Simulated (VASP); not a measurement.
# As3S2 (P-3m1) in VASP: further runs, part 2 of 2

VASP 6.6.1.

**4. Single point, PBE**

This run uses another cell than the first one, of 25.21 Å³/atom.

INCAR

```
SYSTEM = As3S2
PREC = Accurate
ENCUT = 520
EDIFF = 1E-6
ISMEAR = 0
SIGMA = 0.1
LREAL = .FALSE.
LASPH = .TRUE.
NELM = 80
ALGO = Normal
ISIF = 2
LWAVE = .FALSE.
LCHARG = .FALSE.
GGA = PE
NBANDS = 22
```

KPOINTS

```
Automatic mesh
0
G
  12 12 8
  0 0 0
```

POSCAR

```
As3S2
1.0
    4.9460736683      0.0000000000      0.0000000000
   -2.4730368341      4.2834254457      0.0000000000
    0.0000000000      0.0000000000      5.9498130663
As S
3 2
Direct
    0.0000000000      0.0000000000      0.0000000000
    0.3333333333      0.6666666667      0.8106022264
    0.6666666667      0.3333333333      0.1893977736
    0.3333333333      0.6666666667      0.1790712285
    0.6666666667      0.3333333333      0.8209287715
```

Potentials or basis: VASP PAW PBE potentials, release 64 (As, S).

Started as:

```console
cat potpaw_PBE.64/As/POTCAR potpaw_PBE.64/S/POTCAR > POTCAR
mpirun -np 1 vasp_std > vasp.out
```

OUTCAR:

```text
SYSTEM = As3S2
   PREC = Accurate
   ENCUT = 520
   EDIFF = 1E-6
   ISMEAR = 0
   LREAL = .FALSE.
   LASPH = .TRUE.
   NELM = 80
   ISIF = 2
   GGA = PE

 ion  position               nearest neighbor table
   1  0.000  0.000  0.000-
   2  0.333  0.667  0.811-   4 2.19   5 2.86   5 2.86   5 2.86
   3  0.667  0.333  0.189-   5 2.19   4 2.86   4 2.86   4 2.86
   4  0.333  0.667  0.179-   2 2.19   3 2.86   3 2.86   3 2.86
   5  0.667  0.333  0.821-   3 2.19   2 2.86   2 2.86   2 2.86

  LATTYP: Found a hexagonal cell.
 ALAT       =     4.9460736683
 C/A-ratio  =     1.2029366049

  Lattice vectors:

 A1 = (   4.9460736683,   0.0000000000,   0.0000000000)
 A2 = (  -2.4730368341,   4.2834254457,   0.0000000000)
 A3 = (   0.0000000000,   0.0000000000,   5.9498130663)

Analysis of symmetry for initial positions (statically):
=====================================================================
 Subroutine PRICEL returns:
 Original cell was already a primitive cell.

 Routine SETGRP: Setting up the symmetry group for a
[... 174 lines left out ...]

 E-fermi :   3.7543     XC(G=0):  -8.7324

 val. band max:        3.7413030847   @ k =   0.3333   0.1667   0.5000
 cond. band min:       3.7590892879   @ k =   0.3333   0.1667   0.2500
 fundamental gap:      0.0177862032
 Fermi energy:         3.7543081113

 k-point     1 :       0.0000    0.0000    0.0000
  band No.  band energies     occupation
      1     -12.1928      2.00000
      2      -9.5592      2.00000
      3      -7.1771      2.00000
      4      -6.0428      2.00000
      5      -4.2973      2.00000
      6      -1.9721      2.00000
[... 589 lines left out ...]
     21       9.4856      0.00000
     22       9.6857      0.00000

 [... further k-points ...]

------------------------ aborting loop because EDIFF is reached ----------------------------------------

  FORCE on cell =-STRESS in cart. coord.  units (eV):
  Direction    XX          YY          ZZ          XY          YZ          ZX
  --------------------------------------------------------------------------------------
  -------------------------------------------------------------------------------------
  Total       -0.0042089     -0.0042089      0.0920692     -0.0000000      0.0000000      0.0000000
  in kB       -0.0534965     -0.0534965      1.1702258     -0.0000000      0.0000000      0.0000000
  external PRESSURE =       0.3544109 kB  Pullay stress =       0.0000000 kB

 VOLUME and BASIS-vectors are now :
 -----------------------------------------------------------------------------
  energy-cutoff  :      520.00
  volume of cell :      126.05
      direct lattice vectors                 reciprocal lattice vectors
     4.946073668  0.000000000  0.000000000     0.202180571  0.116729007  0.000000000
    -2.473036834  4.283425446  0.000000000     0.000000000  0.233458015  0.000000000
     0.000000000  0.000000000  5.949813066     0.000000000  0.000000000  0.168072507

 POSITION                                       TOTAL-FORCE (eV/Angst)
 -----------------------------------------------------------------------------------
      0.00000      0.00000      0.00000        -0.000000      0.000000      0.000000
     -0.00000      2.85562      4.82293        -0.000000      0.000000     -0.024014
      2.47304      1.42781      1.12688         0.000000     -0.000000      0.024014
     -0.00000      2.85562      1.06544        -0.000000      0.000000      0.020817
      2.47304      1.42781      4.88437         0.000000      0.000000     -0.020817
 -----------------------------------------------------------------------------------
    total drift:                                0.000000      0.000000      0.000000

  FREE ENERGIE OF THE ION-ELECTRON SYSTEM (eV)
  ---------------------------------------------------
  free  energy   TOTEN  =       -20.2314329866 eV

  energy  without entropy=      -20.2216292805  energy(sigma->0) =      -20.22653113
```

OSZICAR:

```text
N       E                     dE             d eps       ncg     rms          rms(c)
DAV:   1     0.118747915221E+03    0.11875E+03   -0.10738E+04  5764   0.101E+03
DAV:   2    -0.103176623563E+02   -0.12907E+03   -0.12401E+03  7716   0.171E+02
DAV:   3    -0.203171011994E+02   -0.99994E+01   -0.98316E+01  7092   0.487E+01
DAV:   4    -0.204966578444E+02   -0.17956E+00   -0.17920E+00  6730   0.750E+00
DAV:   5    -0.205005933025E+02   -0.39355E-02   -0.39352E-02  7392   0.113E+00    0.123E+01
DAV:   6    -0.202388664172E+02    0.26173E+00   -0.61054E-01  6384   0.369E+00    0.736E+00
DAV:   7    -0.202313962841E+02    0.74701E-02   -0.16624E-01  6742   0.194E+00    0.167E+00
DAV:   8    -0.202307356423E+02    0.66064E-03   -0.13469E-02  6650   0.611E-01    0.310E-01
DAV:   9    -0.202310035365E+02   -0.26789E-03   -0.25315E-03  6418   0.290E-01    0.139E-01
DAV:  10    -0.202312782212E+02   -0.27468E-03   -0.62061E-04  6598   0.126E-01    0.481E-02
DAV:  11    -0.202314016643E+02   -0.12344E-03   -0.14924E-04  6274   0.665E-02    0.366E-02
DAV:  12    -0.202314210748E+02   -0.19411E-04   -0.21358E-05  7282   0.262E-02    0.182E-02
DAV:  13    -0.202314306614E+02   -0.95866E-05   -0.71140E-06  6298   0.157E-02    0.466E-03
DAV:  14    -0.202314324876E+02   -0.18262E-05   -0.10290E-06  5778   0.609E-03    0.231E-03
DAV:  15    -0.202314329866E+02   -0.49905E-06   -0.28520E-07  4466   0.359E-03
   1 F= -.20231433E+02 E0= -.20226531E+02  d E =-.980371E-02
```

It took 7.4 min on 1 thread of Intel Xeon 8259CL, shared host; peak memory 0.46 GiB.

Results:

```
Free energy            : -20.2314 eV
Pressure               : 0.0 GPa
Largest force          : 0.024 eV/Å
Band gap on the k mesh : zero (an odd number of electrons rules out a gap without spin polarisation)
```

Forces in eV/Å, atoms in the order of the input:
```
As   0.000  0.000  0.000
As   0.000  0.000 -0.024
As   0.000  0.000  0.024
S    0.000  0.000  0.021
S    0.000  0.000 -0.021
```

Levels at points of the mesh, in eV from the Fermi level:
| k point | band 10 | band 11 | band 12 | band 13 | band 14 | band 15 | band 16 | band 17 | band 18 | band 19 |
| --- | --- | --- | --- | --- | --- | --- | --- | --- | --- | --- |
| (0.00, 0.00, 0.00) | -4.24 | -3.24 | -2.30 | -2.30 | -0.42 | 0.81 | 0.81 | 3.34 | 3.34 | 3.36 |
| (0.50, 0.00, 0.00) | -3.10 | -2.84 | -2.19 | -0.06 | 0.47 | 0.80 | 1.54 | 2.28 | 2.73 | 3.55 |
| (0.00, 0.00, 0.50) | -4.21 | -2.52 | -2.51 | -2.51 | -0.62 | 0.42 | 0.55 | 0.55 | 3.42 | 3.42 |
| (0.50, 0.00, 0.50) | -3.25 | -2.58 | -2.20 | -0.09 | 0.55 | 0.77 | 1.19 | 1.52 | 2.16 | 2.25 |

Caveat: this functional lacks dispersion, which binds layers or chains, so the pressure and a relaxed spacing across them are unreliable.

**5. Relaxation of cell and atoms, PBE**

INCAR

```
PREC = Accurate
ENCUT = 600
EDIFF = 1E-7
ISMEAR = 0
SIGMA = 0.1
LREAL = F
LASPH = T
NELM = 80
ALGO = Normal
ISIF = 3
LWAVE = F
LCHARG = F
GGA = PE
IBRION = 2
NSW = 100
EDIFFG = -0.01
```

KPOINTS

```
Automatic mesh
0
Gamma
  12 12 8
```

POSCAR

```
As3S2
1.0
    4.7815319030      0.0000000000      0.0000000000
   -2.3907659515      4.1409280970      0.0000000000
    0.0000000000      0.0000000000      5.4740414408
As S
3 2
Direct
    0.0000000000      0.0000000000      0.0000000000
    0.3333333333      0.6666666667      0.7773753980
    0.6666666667      0.3333333333      0.2226246020
    0.3333333333      0.6666666667      0.2120893171
    0.6666666667      0.3333333333      0.7879106829
```

Started as:

```console
cat potpaw_PBE.64/As/POTCAR potpaw_PBE.64/S/POTCAR > POTCAR
mpirun -np 1 vasp_std > vasp.out
```

Run time: 1.6 h. Hardware: 1 thread of Intel Xeon 8259CL, shared host; peak memory 0.48 GiB.

The run converged. Its results:

* Free energy: -20.2306 eV
* Relaxed volume: 25.11 Å³/atom
* Relaxed cell: a = 4.944 Å, b = 4.944 Å, c = 5.931 Å, α = 90.00°, β = 90.00°, γ = 120.00°
* Space group after relaxing (to 0.1 Å): P-3m1 (No. 164)
* Energy gained by relaxing: 35.8 meV/atom
* Ionic steps: 25
* Pressure after relaxing: 0.0 GPa
* Largest force after relaxing: 0.007 eV/Å
* Band gap on the k mesh: zero (an odd number of electrons rules out a gap without spin polarisation)

Forces on the atoms (eV/Å):
```
As   0.000  0.000  0.000
As   0.000  0.000 -0.007
As   0.000  0.000  0.007
S    0.000  0.000 -0.002
S    0.000  0.000  0.002
```

The path:
```tsv
step	energy change (eV)	largest force (eV/Å)	pressure (GPa)	volume (Å³)
1	0.0000	0.4725	0.12	108.39
2	-0.0542	0.2921	0.92	108.62
3	-0.0423	0.5728	3.55	108.97
4	-0.0778	0.1771	1.54	108.75
5	-0.0824	0.0045	2.22	108.84
6	-0.1063	0.0638	1.09	112.12
7	-0.1065	0.0797	1.00	112.41
8	-0.1220	0.3192	-0.30	114.28
9	-0.1220	0.3296	-0.34	114.35
10	-0.1338	0.2775	-0.10	114.64
11	-0.1526	0.1130	0.70	115.44
12	-0.1542	0.0653	1.04	115.73
13	-0.1638	0.0701	0.68	117.43
14	-0.1758	0.0328	-0.17	122.38
15	-0.1759	0.0306	-0.20	122.63
16	-0.1771	0.0104	-0.08	123.06
17	-0.1782	0.0753	0.19	123.93
18	-0.1788	0.0335	0.03	124.68
19	-0.1788	0.0280	0.04	124.63
20	-0.1789	0.0271	0.01	124.83
21	-0.1790	0.0244	-0.08	125.35
22	-0.1790	0.0181	-0.01	125.43
23	-0.1790	0.0182	-0.01	125.43
24	-0.1791	0.0135	0.02	125.47
25	-0.1791	0.0072	0.05	125.53
```

Final structure:
```cif
data_structure
_symmetry_space_group_name_H-M 'P 1'
_symmetry_Int_Tables_number 1
_cell_length_a 4.9436
_cell_length_b 4.9436
_cell_length_c 5.9310
_cell_angle_alpha 90.000
_cell_angle_beta 90.000
_cell_angle_gamma 120.000
_cell_volume 125.53
loop_
_atom_site_label
_atom_site_type_symbol
_atom_site_fract_x
_atom_site_fract_y
_atom_site_fract_z
_atom_site_occupancy
As1 As 0.00000 0.00000 0.00000 1
As2 As 0.33333 0.66667 0.81007 1
As3 As 0.66667 0.33333 0.18993 1
S1 S 0.33333 0.66667 0.18006 1
S2 S 0.66667 0.33333 0.81994 1
```

Levels at points of the mesh, in eV from the Fermi level:
| k point | band 10 | band 11 | band 12 | band 13 | band 14 | band 15 | band 16 | band 17 |
| --- | --- | --- | --- | --- | --- | --- | --- | --- |
| (0.00, 0.00, 0.00) | -4.24 | -3.26 | -2.31 | -2.31 | -0.42 | 0.81 | 0.81 | 3.34 |
| (0.50, 0.00, 0.00) | -3.11 | -2.84 | -2.19 | -0.05 | 0.46 | 0.80 | 1.54 | 2.29 |
| (0.00, 0.00, 0.50) | -4.21 | -2.53 | -2.53 | -2.51 | -0.62 | 0.41 | 0.54 | 0.54 |
| (0.50, 0.00, 0.50) | -3.26 | -2.57 | -2.20 | -0.08 | 0.55 | 0.77 | 1.17 | 1.51 |

Caveat: the volume moved by over 15 % at a fixed basis, so the end points are rough; this functional lacks dispersion, which binds layers or chains, so the pressure and a relaxed spacing across them are unreliable.

**6. Overview**

```tsv
task	cell	k mesh	cutoff (eV)	gap on the mesh (eV)	pressure (GPa)	relaxed volume (Å³/atom)	largest force (eV/Å)
single point	a = 4.782, b = 4.782, c = 5.474 Å, angles 90.0, 90.0, 120.0°, 5 atoms, atomic positions A	6 × 6 × 4	520	none	0.2	-	0.04
relaxation of cell and atoms	relaxed from a = 4.233, b = 4.233, c = 6.585 Å, angles 90.0, 90.0, 120.0°, 5 atoms, atomic positions B	6 × 6 × 4	600	none	0.1	22.76	0.03
single point	a = 4.946, b = 4.946, c = 5.950 Å, angles 90.0, 90.0, 120.0°, 5 atoms, atomic positions C	12 × 12 × 8	520	none	0.0	-	0.02
relaxation of cell and atoms	relaxed from a = 4.782, b = 4.782, c = 5.474 Å, angles 90.0, 90.0, 120.0°, 5 atoms, atomic positions A	12 × 12 × 8	600	none	0.0	25.11	0.01
```

Alike in all rows: level PBE; potentials or basis VASP PAW PBE potentials, release 64 (As, S); no spin polarisation; smearing gaussian 0.1 eV.

Caveats: this functional lacks dispersion, which binds layers or chains, so the pressure and a relaxed spacing across them are unreliable; a cell axis changed by over 15 % at a fixed basis, so the end point is rough (at least some runs); the volume moved by over 15 % at a fixed basis, so the end points are rough (at least some runs).

Total energies depend on the potentials used, so only differences within one code and one set of settings carry meaning.

The gap in the log of VASP goes by the Fermi energy; the results here count the filled bands.